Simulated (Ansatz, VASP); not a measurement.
InSb: VASP beside Ansatz

INCAR

```
PREC = Accurate
ENCUT = 600
EDIFF = 1E-7
ISMEAR = 0
SIGMA = 0.1
LREAL = F
LASPH = T
NELM = 80
ALGO = Normal
ISIF = 3
LWAVE = F
LCHARG = F
GGA = PS
IBRION = 2
NSW = 70
EDIFFG = -0.005
```

KPOINTS

```
regular mesh
0
Gamma
  8 8 8
```

The input POSCAR:

```
InSb
1.0
    0.0000000000      3.2391000000      3.2391000000
    3.2391000000      0.0000000000      3.2391000000
    3.2391000000      3.2391000000      0.0000000000
In Sb
1 1
Direct
    0.0000000000      0.0000000000      0.0000000000
    0.2500000000      0.2500000000      0.2500000000
```

Input for Ansatz:

```yaml
crystal:
  lattice:
    - [0.0, 3.2391, 3.2391]
    - [3.2391, 0.0, 3.2391]
    - [3.2391, 3.2391, 0.0]
  atoms:
    - { symbol: In, position: [0.0, 0.0, 0.0] }
    - { symbol: Sb, position: [0.25, 0.25, 0.25] }
basis:
  ecutwfc: 420
kpoints:
  mp_grid: { grid: [8, 8, 8] }
scf:
  occupations: { method: gaussian, width: 0.1 }
  n_extra_bands: 4
hamiltonian:
  xc: pbesol
  pseudopotentials: { kind: paw, azcp: { folder: soft_1 } }
output:
  eigenvalues: true
  forces: true
  stress: true
relax:
  f_tol: 0.005
  max_steps: 50
  cell: {}
```

Alike in both runs: task relaxation of cell and atoms; functional PBEsol; k mesh 8 × 8 × 8; occupations gaussian, width 0.1 eV; no spin polarisation.

|  | VASP | Ansatz |
| --- | --- | --- |
| version | VASP 6.6.1 | Ansatz 0.2.0 |
| potentials or method | VASP PAW PBE potentials, release 64 (In_d, Sb), cutoff 600 eV | plane-wave PAW, scalar-relativistic |
| valence electrons in the cell | 18 | 28 |

```tsv
	VASP	Ansatz	Ansatz less VASP
relaxed volume (Å³/atom)	34.66	34.66	-0.003
relaxed cell length with the largest relative difference (Å)	4.611	4.611	-0.0001
```

VASP's potentials were made for PBE, not for PBEsol, and Ansatz warns of the same on its side. VASP's potentials hold 18 valence electrons a cell and Ansatz's 28, so a difference there can come from the potentials and not from the codes.

Spin-orbit coupling is off throughout.
